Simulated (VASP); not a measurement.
Runs of VASP 6.6.1 on SiNi3. The structure is that of space group Pm-3m (No. 221), or close to it. The cells are those of the table. 

```tsv
level	cell	k mesh	gap on the mesh (eV)	pressure (GPa)
PBE	a = 3.575 Å, 4 atoms	6 × 6 × 6	none	(a)
PBE	a = 3.471 Å, 4 atoms	6 × 6 × 6	none	7.0
r2SCAN	a = 3.394 Å, 4 atoms	6 × 6 × 6	none	17.3
r2SCAN	a = 3.465 Å, 4 atoms	8 × 8 × 8	none	0.3
PBE	a = 3.506 Å, 4 atoms	6 × 6 × 6	none	(b)
```

Alike in all rows: task single point; potentials or basis VASP PAW PBE potentials, release 64 (Si, Ni); no spin polarisation; cutoff (eV) 520; smearing fermi-dirac 0.02 eV.

Problem. Fill in the values left out.

Solution. (a) -10.7; (b) 0.0.

Caveats: the cell stands under pressure (at least some runs); the PAW data sets were made with another functional, which shifts forces and pressure a little (at least some runs); the cell stands under tension (at least some runs).

A gap of «none» marks levels without a gap at the run's occupations.
